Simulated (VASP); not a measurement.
A run of VASP 6.6.1 is set up as follows.

File INCAR:

```
PREC = Accurate
ENCUT = 520
EDIFF = 1E-7
ISMEAR = -1
SIGMA = 0.05
LREAL = F
LASPH = T
NELM = 60
ALGO = Normal
ISIF = 2
LWAVE = F
LCHARG = F
GGA = RE
IVDW = 12
NBANDS = 8
```

Contents of KPOINTS:

```
Automatic mesh
0
Gamma
  11 11 11
```

Contents of POSCAR:

```
Li
1.0
   -1.7546500000      1.7546500000      1.7546500000
    1.7546500000     -1.7546500000      1.7546500000
    1.7546500000      1.7546500000     -1.7546500000
Li
1
Direct
    0.0000000000      0.0000000000      0.0000000000
```

Potentials or basis: VASP PAW PBE potentials, release 64 (Li_sv).

Run with:

```bash
$ cat potpaw_PBE.64/Li_sv/POTCAR > POTCAR
$ mpirun -np 1 vasp_std > vasp.out
```

(1) Estimate the dispersion energy per atom.

## Answers

(1) -0.310 eV.
